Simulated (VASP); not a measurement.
# ZrSn7O16 (a cell with a defect) (Cassiterite) in VASP: electric field gradients with PBE

Aim: the electric field gradients of ZrSn7O16 (a cell with a defect) (Cassiterite) with PBE.

All numbers are computed with VASP 6.6.1; they aren't measurements. Logs are shortened: lines on timing, memory, paths and dates and some standing lists are left out, and cuts for length are marked.

### Step 1. The cell of the first run

The cell holds a defect, 24 atoms: a = 7.420 Å, b = 7.420 Å, c = 7.420 Å, α = 100.63°, β = 100.63°, γ = 129.13°.

### Step 2. Electric field gradients, PBE

INCAR

```
SYSTEM = ZrSn7O16
PREC = Accurate
ENCUT = 520
EDIFF = 1E-8
ISMEAR = -1
SIGMA = 0.01
LREAL = Auto
LASPH = .TRUE.
NELM = 100
ALGO = Normal
ISIF = 2
LWAVE = .FALSE.
LCHARG = .FALSE.
GGA = PE
LEFG = .TRUE.
NBANDS = 121
```

KPOINTS

```
Automatic mesh
0
G
  4 4 4
  0 0 0
```

POSCAR

```
ZrSn7O16
1.0
   -4.7380000000      4.7380000000      3.1865000000
    4.7380000000     -4.7380000000      3.1865000000
    4.7380000000      4.7380000000     -3.1865000000
Zr Sn O
1 7 16
Direct
    0.0000000000      0.0000000000      0.0000000000
    0.5000000000      0.5000000000      0.0000000000
    0.5000000000      0.0000000000      0.5000000000
    0.0000000000      0.5000000000      0.5000000000
    0.5000000000      0.5000000000      0.5000000000
    0.0000000000      0.0000000000      0.5000000000
    0.0000000000      0.5000000000      0.0000000000
    0.5000000000      0.0000000000      0.0000000000
    0.1535500000      0.1535500000      0.3071000000
    0.6535500000      0.6535500000      0.3071000000
    0.6535500000      0.1535500000      0.8071000000
    0.1535500000      0.6535500000      0.8071000000
    0.6535500000      0.3464500000      0.5000000000
    0.1535500000      0.8464500000      0.5000000000
    0.1535500000      0.3464500000      0.0000000000
    0.6535500000      0.8464500000      0.0000000000
    0.3464500000      0.3464500000      0.6929000000
    0.8464500000      0.8464500000      0.6929000000
    0.8464500000      0.3464500000      0.1929000000
    0.3464500000      0.8464500000      0.1929000000
    0.3464500000      0.6535500000      0.5000000000
    0.8464500000      0.1535500000      0.5000000000
    0.8464500000      0.6535500000      0.0000000000
    0.3464500000      0.1535500000      0.0000000000
```

Potentials or basis: VASP PAW PBE potentials, release 64 (Zr_sv, Sn_d, O).

Run with:

```bash
cat potpaw_PBE.64/Zr_sv/POTCAR potpaw_PBE.64/Sn_d/POTCAR potpaw_PBE.64/O/POTCAR > POTCAR
mpirun -np 1 vasp_std > vasp.out
```

OUTCAR:

```text
SYSTEM = ZrSn7O16
   PREC = Accurate
   ENCUT = 520
   EDIFF = 1E-8
   ISMEAR = -1
   LREAL = Auto
   LASPH = .TRUE.
   NELM = 100
   ISIF = 2
   GGA = PE

 ion  position               nearest neighbor table
   1  0.000  0.000  0.000-  15 2.05  16 2.05  23 2.05  24 2.05   9 2.06  18 2.06   2 3.19   2 3.19
                             8 3.71   5 3.71   6 3.71   6 3.71   7 3.71   8 3.71   7 3.71   5 3.71
   2  0.500  0.500  0.000-  15 2.05  16 2.05  23 2.05  24 2.05  10 2.06  17 2.06   1 3.19   1 3.19
                             8 3.71   5 3.71   6 3.71   5 3.71   8 3.71   7 3.71   7 3.71   6 3.71
   3  0.500  0.000  0.500-  13 2.05  14 2.05  21 2.05  22 2.05  11 2.06  20 2.06   4 3.19   4 3.19
                             8 3.71   5 3.71   6 3.71   8 3.71   5 3.71   6 3.71   7 3.71   7 3.71
   4  0.000  0.500  0.500-  13 2.05  14 2.05  21 2.05  22 2.05  12 2.06  19 2.06   3 3.19   3 3.19
                             8 3.71   5 3.71   6 3.71   7 3.71   6 3.71   5 3.71   7 3.71   8 3.71
   5  0.500  0.500  0.500-   9 2.05  18 2.05  17 2.05  10 2.05  13 2.06  21 2.06   6 3.19   6 3.19
                             1 3.71   2 3.71   3 3.71   2 3.71   3 3.71   4 3.71   4 3.71   1 3.71
   6  0.000  0.000  0.500-  10 2.05  17 2.05   9 2.05  18 2.05  14 2.06  22 2.06   5 3.19   5 3.19
                             1 3.71   2 3.71   3 3.71   1 3.71   4 3.71   3 3.71   4 3.71   2 3.71
   7  0.000  0.500  0.000-  11 2.05  20 2.05  19 2.05  12 2.05  15 2.06  23 2.06   8 3.19   8 3.19
                             1 3.71   2 3.71   3 3.71   4 3.71   1 3.71   2 3.71   4 3.71   3 3.71
   8  0.500  0.000  0.000-  12 2.05  19 2.05  11 2.05  20 2.05  16 2.06  24 2.06   7 3.19   7 3.19
                             1 3.71   2 3.71   3 3.71   3 3.71   2 3.71   1 3.71   4 3.71   4 3.71
   9  0.154  0.154  0.307-   5 2.05   6 2.05   1 2.06
  10  0.654  0.654  0.307-   6 2.05   5 2.05   2 2.06
  11  0.654  0.154  0.807-   7 2.05   8 2.05   3 2.06
  12  0.154  0.654  0.807-   8 2.05   7 2.05   4 2.06
  13  0.654  0.346  0.500-   3 2.05   4 2.05   5 2.06
  14  0.154  0.846  0.500-   3 2.05   4 2.05   6 2.06
[... 8 lines left out ...]
  23  0.846  0.654  0.000-   1 2.05   2 2.05   7 2.06
  24  0.346  0.154  0.000-   1 2.05   2 2.05   8 2.06

  LATTYP: Found a body centered tetragonal cell.
 ALAT       =     9.4760000000
 C/A-ratio  =     0.6725411566

  Lattice vectors:

 A1 = (  -4.7380000000,   4.7380000000,   3.1865000000)
 A2 = (   4.7380000000,  -4.7380000000,   3.1865000000)
 A3 = (   4.7380000000,   4.7380000000,  -3.1865000000)

Analysis of symmetry for initial positions (statically):
=====================================================================
 Subroutine PRICEL returns:
 Original cell was already a primitive cell.

 Routine SETGRP: Setting up the symmetry group for a
 body centered tetragonal supercell.

[... 2340 lines left out ...]
  Total       21.9754076     21.9754076     28.6505053      0.8740629      0.0000000      0.0000000
  in kB      123.0505317    123.0505317    160.4275095      4.8942851      0.0000000      0.0000000
  external PRESSURE =     135.5095243 kB  Pullay stress =       0.0000000 kB

 VOLUME and BASIS-vectors are now :
 -----------------------------------------------------------------------------
  energy-cutoff  :      520.00
  volume of cell :      286.13
      direct lattice vectors                 reciprocal lattice vectors
    -4.738000000  4.738000000  3.186500000     0.000000000  0.105529759  0.156911972
     4.738000000 -4.738000000  3.186500000     0.105529759  0.000000000  0.156911972
     4.738000000  4.738000000 -3.186500000     0.105529759  0.105529759  0.000000000

 POSITION                                       TOTAL-FORCE (eV/Angst)
 -----------------------------------------------------------------------------------
      0.00000      0.00000      0.00000        -0.000000      0.000000      0.000000
      0.00000      0.00000      3.18650         0.000000      0.000000      0.000000
      0.00000      4.73800      0.00000        -0.000000      0.000000      0.000000
      4.73800      0.00000      0.00000         0.000000      0.000000      0.000000
      2.36900      2.36900      1.59325        -0.000000      0.000000      0.000000
      2.36900      2.36900     -1.59325         0.000000      0.000000      0.000000
[... 16 lines left out ...]
     -0.91396      0.91396      4.77975        -0.449092      0.449092     -0.311562
     -0.91396      0.91396      1.59325        -0.449092      0.449092      0.311562
 -----------------------------------------------------------------------------------
    total drift:                                0.000000      0.000000     -0.000000

  FREE ENERGIE OF THE ION-ELECTRON SYSTEM (eV)
  ---------------------------------------------------
  free  energy   TOTEN  =      -158.2491012299 eV

  energy  without entropy=     -158.2491012299  energy(sigma->0) =     -158.24910123

 Electric field gradients (V/A^2)
---------------------------------------------------------------------
 ion       V_xx      V_yy      V_zz      V_xy      V_xz      V_yz
---------------------------------------------------------------------
   1      39.073    39.073   -78.147   -47.042     0.001     0.001
   2      20.232    20.232   -40.464   -13.581    -0.002    -0.002
   3      29.739    29.249   -58.988   -22.909    -0.002    -0.002
   4      29.249    29.739   -58.988   -22.909    -0.002    -0.002
   5      32.223    32.223   -64.447    23.027    -1.359    -1.359
   6      32.223    32.223   -64.447    23.027     1.353     1.353
[... 16 lines left out ...]
  23      -4.778    -4.778     9.556   -58.865   -24.878    24.875
  24      -4.778    -4.778     9.556   -58.865    24.875   -24.878
---------------------------------------------------------------------

 Electric field gradients after diagonalization (V/A^2)
 (convention: |V_zz| > |V_xx| > |V_yy|)
----------------------------------------------------------------------
 ion       V_xx      V_yy      V_zz     asymmetry (V_yy - V_xx)/ V_zz
----------------------------------------------------------------------
   1     -78.147    -7.969    86.116       0.815
   2      33.813     6.651   -40.464       0.671
   3      52.404     6.584   -58.988       0.777
   4      52.404     6.584   -58.988       0.777
   5      55.281     9.197   -64.477       0.715
   6      55.281     9.196   -64.477       0.715
[... 16 lines left out ...]
  23     -63.643    -9.813    73.456       0.733
  24     -63.643    -9.813    73.456       0.733
----------------------------------------------------------------------

           NMR quadrupolar parameters

 Cq : quadrupolar parameter    Cq=e*Q*V_zz/h
 eta: asymmetry parameters     (V_yy - V_xx)/ V_zz
 Q  : nuclear electric quadrupole moment in mb (millibarn)
----------------------------------------------------------------------
 ion       Cq(MHz)       eta       Q (mb)
----------------------------------------------------------------------
   1       0.208       0.815       1.000
   2      -0.098       0.671       1.000
   3      -0.143       0.777       1.000
   4      -0.143       0.777       1.000
   5      -0.156       0.715       1.000
   6      -0.156       0.715       1.000
[... 16 lines left out ...]
  23       0.178       0.733       1.000
  24       0.178       0.733       1.000
----------------------------------------------------------------------
```

OSZICAR:

```text
N       E                     dE             d eps       ncg     rms          rms(c)
DAV:   1     0.391786991128E+04    0.39179E+04   -0.88613E+04  4900   0.265E+03
DAV:   2     0.817376448384E+03   -0.31005E+04   -0.29478E+04  4452   0.861E+02
DAV:   3    -0.835830197876E+02   -0.90096E+03   -0.86270E+03  4806   0.326E+02
DAV:   4    -0.181790830412E+03   -0.98208E+02   -0.96732E+02  5498   0.119E+02
[... 11 lines left out ...]
DAV:  16    -0.158249101282E+03    0.88943E-06   -0.27543E-06  6192   0.104E-02    0.187E-03
DAV:  17    -0.158249101278E+03    0.44311E-08   -0.45020E-07  5256   0.281E-03    0.549E-04
DAV:  18    -0.158249101249E+03    0.28864E-07   -0.17795E-08  3344   0.892E-04    0.314E-04
DAV:  19    -0.158249101231E+03    0.17233E-07   -0.10228E-08  2696   0.536E-04    0.135E-04
DAV:  20    -0.158249101230E+03    0.15207E-08   -0.42018E-09  2656   0.404E-04
   1 F= -.15824910E+03 E0= -.15824910E+03  d E =-.246399E-14
```

Run time: 41 min. Hardware: 1 thread of Intel Xeon Platinum 8259CL at 2.50GHz (Skylake/Cascade Lake), shared host; peak memory 0.65 GiB.

Results:

| Quantity | Value |
| --- | --- |
| Free energy | -158.2491 eV |
| Pressure | 13.6 GPa |
| Largest force | 0.707 eV/Å |
| Band gap on the k mesh | 1.84 eV |

Forces in eV/Å, atoms in the order of the input:
```
Zr   0.000  0.000  0.000
Sn   0.000  0.000  0.000
Sn   0.000  0.000  0.000
Sn   0.000  0.000  0.000
Sn   0.000  0.000  0.000
Sn   0.000  0.000  0.000
Sn   0.000  0.000  0.000
Sn   0.000  0.000  0.000
O    0.180  0.180  0.000
O   -0.367 -0.367  0.000
O   -0.307 -0.213  0.000
O   -0.213 -0.307  0.000
O    0.229 -0.229  0.000
O    0.229 -0.229  0.000
O    0.449 -0.449  0.312
O    0.449 -0.449 -0.312
O    0.367  0.367  0.000
O   -0.180 -0.180  0.000
O    0.213  0.307  0.000
O    0.307  0.213  0.000
O   -0.229  0.229  0.000
O   -0.229  0.229  0.000
O   -0.449  0.449 -0.312
O   -0.449  0.449  0.312
```

Stress tensor (GPa, compression positive):
```
12.31  0.49  0.00
 0.49 12.31  0.00
 0.00  0.00 16.04
```

Levels at points of the mesh, in eV from the valence-band top:
```tsv
k point	band 100	band 101	band 102	band 103	band 104	band 105	band 106	band 107
(0.00, 0.00, 0.00)	-0.75	-0.71	-0.71	0.00	1.84	3.67	4.76	5.04
(0.50, 0.00, 0.00)	-0.73	-0.66	-0.54	-0.51	4.28	4.44	4.65	5.11
(0.50, 0.50, 0.00)	-0.90	-0.81	-0.49	-0.47	3.37	3.51	4.50	4.74
(0.00, 0.00, 0.50)	-0.87	-0.79	-0.55	-0.40	3.45	3.55	3.63	5.36
(0.50, 0.50, 0.50)	-0.76	-0.64	-0.64	-0.62	3.60	4.31	4.57	4.58
```

Electric field gradients, principal values (V/Å²):
```tsv
atom	least	middle	greatest (by size)
1 Zr	-7.969	-78.147	86.116
2 Sn	6.651	33.813	-40.464
3 Sn	6.584	52.404	-58.988
4 Sn	6.584	52.404	-58.988
5 Sn	9.197	55.281	-64.477
6 Sn	9.196	55.281	-64.477
7 Sn	5.265	54.471	-59.736
8 Sn	5.265	54.471	-59.736
9 O	6.321	65.261	-71.582
10 O	49.334	55.718	-105.052
11 O	47.535	57.863	-105.399
12 O	47.535	57.863	-105.399
13 O	47.378	57.489	-104.867
14 O	47.378	57.489	-104.867
15 O	-9.813	-63.643	73.456
16 O	-9.813	-63.643	73.456
17 O	49.334	55.718	-105.052
18 O	6.321	65.261	-71.582
19 O	47.535	57.863	-105.399
20 O	47.535	57.863	-105.399
21 O	47.378	57.489	-104.867
22 O	47.378	57.489	-104.867
23 O	-9.813	-63.643	73.456
24 O	-9.813	-63.643	73.456
```

Caveat: without QUAD_EFG the Cq values of the log hold for a quadrupole moment of 1 mb, not for the nuclei; spin-orbit coupling is left out, which moves the levels of the heavy elements.
